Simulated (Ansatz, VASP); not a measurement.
AlNi: VASP and Ansatz over several settings

```xyz
2
Lattice="1.9125 -1.9268 0.0000 1.9125 1.9268 0.0000 0.0000 0.0000 3.0575" Properties=species:S:1:pos:R:3 pbc="T T T"
Ni    1.9125    0.0000    1.5288
Al    0.0000    0.0000    0.0000
```

Single points on this cell with VASP 6.6.1 and Ansatz 0.2.0. Each row is one pair of runs. Alike in all rows: spin: collinear, typed start; k mesh: 10 × 10 × 9; smearing: fermi-dirac, width 0.05 eV.

| level | VASP's potentials, cutoff | Ansatz's potentials, cutoff | gap on the k mesh at the Fermi level (eV), VASP | gap on the k mesh at the Fermi level (eV), Ansatz | pressure (GPa), VASP | pressure (GPa), Ansatz | net moment per atom (μB), VASP | net moment per atom (μB), Ansatz |
| --- | --- | --- | --- | --- | --- | --- | --- | --- |
| r2SCAN | VASP PAW PBE potentials, release 64 (Ni, Al), 520 eV | Ansatz PAW, 500 eV | none | none | 8.5 | 8.7 | 0.00 | 0.00 |
| PBEsol | VASP PAW PBE potentials, release 64 (Ni, Al), 520 eV | Ansatz PAW, 420 eV | none | none | 8.4 | 8.3 | 0.00 | 0.00 |
| LDA | VASP PAW LDA potentials, release 64 (Ni, Al), 520 eV | Ansatz PAW, 420 eV | none | none | 2.8 | 2.3 | 0.00 | 0.00 |

Pressure (GPa): the two programs differ by at most 0.43; net moment per atom (μB): the two programs differ by at most 0.

VASP's potentials hold 13 valence electrons a cell and Ansatz's 21, so a difference there can come from the potentials and not from the codes.

A gap of «none» marks a metal or a gap that the smearing closes.

Noted on Ansatz's runs: the magnetic or orbital state may not be the lowest.
